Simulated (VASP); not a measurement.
# Mg (Fm-3m) in VASP: a series of runs

Aim: see how the results for Mg move with the level of theory and the settings. Levels: PBE, r2SCAN. Tasks: single point.

All numbers are computed with VASP 6.6.1; they aren't measurements. Logs are shortened: lines on timing, memory, paths and dates and some standing lists are left out, and cuts for length are marked.

## (1) The cell of the first run

Symmetry: Fm-3m, No. 225, cubic system. Conventional cell: a = 4.525 Å, b = 4.525 Å, c = 4.525 Å, α = 90.00°, β = 90.00°, γ = 90.00°. Mg (site symmetry m-3m) has 12 Mg at 3.20 Å within 4.2 Å.

This isn't the form of Mg at room conditions, which is hcp.

## (2) Single point, PBE (23.17 Å³/atom)

File INCAR:

```
SYSTEM = Mg
  PREC = Accurate
  ENCUT = 600
  EDIFF = 1E-6
  ISMEAR = 0
  SIGMA = 0.05
  LREAL = .FALSE.
  LASPH = .TRUE.
  NELM = 120
  ALGO = Normal
  ISIF = 2
  LWAVE = .FALSE.
  LCHARG = .FALSE.
  GGA = PE
  NBANDS = 7
  GGA_COMPAT = .FALSE.
```

File KPOINTS:

```
regular mesh
0
G
  8 8 8
  0 0 0
```

File POSCAR:

```
Mg
1.0
    0.0000000000      2.2626126818      2.2626126818
    2.2626126818      0.0000000000      2.2626126818
    2.2626126818      2.2626126818      0.0000000000
Mg
1
Direct
    0.0000000000      0.0000000000      0.0000000000
```

Potentials or basis: VASP PAW PBE potentials, release 64 (Mg).

Started as:

```
cat potpaw_PBE.64/Mg/POTCAR > POTCAR
mpirun -np 1 vasp_std > vasp.out
```

OUTCAR:

```text
SYSTEM = Mg
   PREC = Accurate
   ENCUT = 600
   EDIFF = 1E-6
   ISMEAR = 0
   LREAL = .FALSE.
   LASPH = .TRUE.
   NELM = 120
   ISIF = 2
   GGA = PE

 ion  position               nearest neighbor table
   1  0.000  0.000  0.000-

  LATTYP: Found a face centered cubic cell.
 ALAT       =     4.5252253636

  Lattice vectors:

 A1 = (   0.0000000000,   2.2626126818,   2.2626126818)
 A2 = (   2.2626126818,   0.0000000000,   2.2626126818)
 A3 = (   2.2626126818,   2.2626126818,   0.0000000000)

Analysis of symmetry for initial positions (statically):
=====================================================================
 Subroutine PRICEL returns:
 Original cell was already a primitive cell.

 Routine SETGRP: Setting up the symmetry group for a
 face centered cubic supercell.

 Subroutine GETGRP returns: Found 48 space group operations
 (whereof 48 operations were pure point group operations)
 out of a pool of 48 trial point group operations.

The static configuration has the point symmetry O_h .

Analysis of symmetry for dynamics (positions and initial velocities):
=====================================================================
 Subroutine PRICEL returns:
 Original cell was already a primitive cell.

 Routine SETGRP: Setting up the symmetry group for a
 face centered cubic supercell.

 Subroutine GETGRP returns: Found 48 space group operations
 (whereof 48 operations were pure point group operations)
 out of a pool of 48 trial point group operations.

The dynamic configuration has the point symmetry O_h .

 Subroutine INISYM returns: Found 48 space group operations
 (whereof 48 operations are pure point group operations),
 and found     1 'primitive' translations

----------------------------------------------------------------------------------------

                                     Primitive cell

  volume of cell :      23.1665

  direct lattice vectors                    reciprocal lattice vectors
     0.000000000  2.262612682  2.262612682    -0.220983469  0.220983469  0.220983469
     2.262612682  0.000000000  2.262612682     0.220983469 -0.220983469  0.220983469
     2.262612682  2.262612682  0.000000000     0.220983469  0.220983469 -0.220983469

  length of vectors
     3.199817541  3.199817541  3.199817541     0.382754596  0.382754596  0.382754596

  position of ions in fractional coordinates (direct lattice)
     0.000000000  0.000000000  0.000000000

[... 69 lines left out ...]
   ISPIN  =      1    spin polarized calculation?
   LNONCOLLINEAR =      F non collinear calculations
   LSORBIT =      F    spin-orbit coupling
   LASPH  =      T    aspherical Exc in radial PAW
   ENCUT  =  600.0 eV  44.10 Ry    6.64 a.u.   6.39  6.39  6.39*2*pi/ulx,y,z
   NELM   =    120;   NELMIN=  2; NELMDL= -5     # of ELM steps
   EDIFF  = 0.1E-05   stopping-criterion for ELM
   LREAL  =      F    real-space projection
[... 7 lines left out ...]
   TEBEG  =    0.0;   TEEND  =   0.0 temperature during run
   PSTRESS=    0.0 pullay stress
   NELECT =       2.0000    total number of electrons
   NUPDOWN=      -1.0000    fix difference up-down
   EMIN   =  10.00;   EMAX   =-10.00  energy-range for DOS
   EFERMI =   0.00;   METHOD = LEGACY
   ISMEAR =     0;   SIGMA  =   0.05  broadening in eV -4-tet -1-fermi 0-gaus
   EFERMI_NEDOS =   21; number of points for ismear=-14 and -15
   IALGO  =     38    algorithm
   IMIX   =      4    mixing-type and parameters
     AMIX     =   0.40;   BMIX     =  1.00
     AMIX_MAG =   1.60;   BMIX_MAG =  1.00
  volume/ion in A,a.u.               =      23.17       156.34
  Fermi-wavevector in a.u.,A,eV,Ry     =   0.723543  1.367299  7.122856  0.523515
  Thomas-Fermi vector in A             =   1.813787
   LORBIT       =      0    0 simple, 1 ext, 2 COOP (PROOUT), +10 PAW based schemes
   GGA     = PE    functional components
   LHFCALC =     F    Hartree Fock is set to
   AEXX    =    0.0000 exact exchange contribution
   IVDW    =     0    specifies the selected vdW correction
   LEPSILON=     F    determine dielectric tensor
   LRPA    =     F    only Hartree local field effects (RPA)
 non-spin polarized calculation
 Gauss-broadening in eV      SIGMA  =   0.05
  energy-cutoff  :      600.00
  volume of cell :       23.17
 maximum number of plane-waves:       785
 NGX is ok and might be reduce to    28
   NGX = 13   NGY = 13   NGZ = 13

 number of electron       2.0000000 magnetization

 Free energy of the ion-electron system (eV)
  ---------------------------------------------------
  ext. energy  EPLUGINS =         0.00000000
  ---------------------------------------------------
  free energy    TOTEN  =        -1.49248930 eV

  energy without entropy =       -1.49106880  energy(sigma->0) =       -1.49177905

 E-fermi :   2.2848     XC(G=0):  -8.4634

 val. band max:        2.2133151161   @ k =  -0.3750   0.3750   0.1250
 cond. band min:       2.3086990664   @ k =   0.5000   0.1250   0.0000
 fundamental gap:      0.0953839503
 Fermi energy:         2.2848306172

 k-point     1 :       0.0000    0.0000    0.0000
  band No.  band energies     occupation
      1      -4.3071      2.00000
      2      14.8777      0.00000
      3      14.8777      0.00000
      4      14.8777      0.00000
      5      16.7611      0.00000
      6      16.7611      0.00000
      7      16.7611      0.00000
[... 221 lines left out ...]
 k-point    24 :      -0.3750    0.2500    0.1250
  band No.  band energies     occupation
      1       1.7276      2.00000
      2       2.1709      1.99873
      3       8.5548      0.00000
      4       9.4437      0.00000
      5      15.6942      0.00000
      6      15.8073      0.00000
      7      21.6893      0.00000

 [... further k-points ...]

------------------------ aborting loop because EDIFF is reached ----------------------------------------

  FORCE on cell =-STRESS in cart. coord.  units (eV):
  Direction    XX          YY          ZZ          XY          YZ          ZX
  --------------------------------------------------------------------------------------
  -------------------------------------------------------------------------------------
  Total       -0.0173403     -0.0173403     -0.0173403      0.0000000     -0.0000000      0.0000000
  in kB       -1.1992446     -1.1992446     -1.1992446      0.0000000     -0.0000000      0.0000000
  external PRESSURE =      -1.1992446 kB  Pullay stress =       0.0000000 kB

 VOLUME and BASIS-vectors are now :
 -----------------------------------------------------------------------------
  energy-cutoff  :      600.00
  volume of cell :       23.17
      direct lattice vectors                 reciprocal lattice vectors
     0.000000000  2.262612682  2.262612682    -0.220983469  0.220983469  0.220983469
     2.262612682  0.000000000  2.262612682     0.220983469 -0.220983469  0.220983469
     2.262612682  2.262612682  0.000000000     0.220983469  0.220983469 -0.220983469

 POSITION                                       TOTAL-FORCE (eV/Angst)
 -----------------------------------------------------------------------------------
      0.00000      0.00000      0.00000        -0.000000      0.000000      0.000000
 -----------------------------------------------------------------------------------
    total drift:                               -0.000000     -0.000000     -0.000000

  FREE ENERGIE OF THE ION-ELECTRON SYSTEM (eV)
  ---------------------------------------------------
  free  energy   TOTEN  =        -1.4924893038 eV

  energy  without entropy=       -1.4910688036  energy(sigma->0) =       -1.49177905
```

OSZICAR:

```text
N       E                     dE             d eps       ncg     rms          rms(c)
DAV:   1    -0.574268980273E+00   -0.57427E+00   -0.87743E+02   420   0.224E+02
DAV:   2    -0.149680631874E+01   -0.92254E+00   -0.91485E+00   532   0.132E+01
DAV:   3    -0.149965082519E+01   -0.28445E-02   -0.28444E-02   581   0.904E-01
DAV:   4    -0.149965400310E+01   -0.31779E-05   -0.31776E-05   609   0.254E-02
DAV:   5    -0.149965400750E+01   -0.43949E-08   -0.44094E-08   567   0.592E-04    0.650E-01
DAV:   6    -0.149627477120E+01    0.33792E-02   -0.42762E-04   504   0.129E-01    0.415E-01
DAV:   7    -0.149248284157E+01    0.37919E-02   -0.17727E-03   511   0.227E-01    0.239E-02
DAV:   8    -0.149248956176E+01   -0.67202E-05   -0.93805E-06   602   0.181E-02    0.520E-03
DAV:   9    -0.149248930384E+01    0.25792E-06   -0.63528E-07   546   0.321E-03
   1 F= -.14924893E+01 E0= -.14917791E+01  d E =-.142050E-02
```

Wall time 9.3 s (1 thread of AMD EPYC 7R13, shared host); peak memory 0.12 GiB.

Results:

- Free energy: -1.4925 eV
- Pressure: -0.1 GPa
- Band gap on the k mesh: zero (bands 1 and 2 overlap by 2.73 eV)

Levels at points of the mesh, in eV from the Fermi level:
```
           k point  band 1  band 2  band 3  band 4  band 5
(0.00, 0.00, 0.00)   -6.59   12.59   12.59   12.59   14.48
(0.50, 0.00, 0.00)   -1.40   -1.00   11.51   11.51   12.29
(0.50, 0.50, 0.00)    0.07    1.08    6.37    7.19    7.19
```

## (3) Single point, r2SCAN

This run uses another cell than the first one, of 22.73 Å³/atom.

File POSCAR:

```
Mg
1.0
    0.0000000000      2.2481508144      2.2481508144
    2.2481508144      0.0000000000      2.2481508144
    2.2481508144      2.2481508144      0.0000000000
Mg
1
Direct
    0.0000000000      0.0000000000      0.0000000000
```

File INCAR.step1:

```
  PREC = Accurate
  ENCUT = 660
  ISMEAR = 0
  SIGMA = 0.05
  LREAL = F
  LASPH = T
  NELM = 120
  NBANDS = 7
  GGA = PE
  ALGO = Normal
  EDIFF = 1E-5
  LWAVE = T
  LCHARG = F
  GGA_COMPAT = F
```

File INCAR.step2:

```
  PREC = Accurate
  ENCUT = 660
  EDIFF = 1E-6
  ISMEAR = 0
  SIGMA = 0.05
  LREAL = F
  LASPH = T
  NELM = 120
  ALGO = Normal
  ISIF = 2
  LWAVE = F
  LCHARG = T
  METAGGA = R2SCAN
  LMIXTAU = T
  LELF = T
  LVHAR = T
  NBANDS = 7
  ISTART = 1
  GGA_COMPAT = F
```

File KPOINTS:

```
regular mesh
0
Gamma
  16 16 16
```

Potentials or basis: VASP PAW PBE potentials, release 64 (Mg).

Started as:

```
cat potpaw_PBE.64/Mg/POTCAR > POTCAR
cp INCAR.step1 INCAR
mpirun -np 1 vasp_std > vasp.out
cp INCAR.step2 INCAR
mpirun -np 1 vasp_std > vasp.out
```

Run time: 2.4 min. Hardware: 1 thread of AMD EPYC 7R13, shared host; peak memory 0.15 GiB.

Results (log left out):

```yaml
Free_energy: -4.1280 eV
Pressure: -0.3 GPa
Band_gap_on_the_k_mesh: zero (bands 1 and 2 overlap by 2.75 eV)
```

Levels at points of the mesh, in eV from the Fermi level:
```
           k point  band 1  band 2  band 3  band 4  band 5
(0.00, 0.00, 0.00)   -7.41   13.27   13.27   13.27   15.58
(0.50, 0.00, 0.00)   -1.93   -1.22   12.09   12.09   13.19
(0.50, 0.50, 0.00)   -0.27    0.91    6.48    7.54    7.54
```

Caveat: the PAW data sets were made with another functional, which shifts forces and pressure a little.
